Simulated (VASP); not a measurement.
Ti, 2 atoms in the cell. The structure is hexagonal, space group P6_3/mmc (No. 194). The conventional cell has a = 2.910 Å, b = 2.910 Å, c = 4.617 Å, α = 90.00°, β = 90.00°, γ = 120.00°. Within 3.8 Å of Ti (site symmetry -6m2) lie 12 Ti at 2.86 to 2.91 Å. 

```yaml
Program: VASP 6.6.1
Task: single point
Functional: r2SCAN
Potentials_or_basis: VASP PAW PBE potentials, release 64 (Ti_sv)
Cutoff: 520 eV
k_mesh: 10 × 10 × 6
Occupations: fermi-dirac, width 0.05 eV
Spin: no spin polarisation
Dipole_correction: no
Further_INCAR_settings: ALGO = Normal; EDIFF = 1e-06; NBANDS = 19
```

Potentials or basis: VASP PAW PBE potentials, release 64 (Ti_sv).

The run is started by

```bash
$ cat potpaw_PBE.64/Ti_sv/POTCAR > POTCAR
$ cp INCAR.step1 INCAR
$ mpirun -np 1 vasp_std > vasp.out
$ cp INCAR.step2 INCAR
$ mpirun -np 1 vasp_std > vasp.out
```

Hardware: 1 thread of Intel Xeon 8259CL (shared host).

Problem. Estimate the wall time of this run.

Solution. Run time: 2.7 min on 1 thread of Intel Xeon 8259CL, with other jobs on the host, peak memory 0.18 GiB. Counts: k points 56.
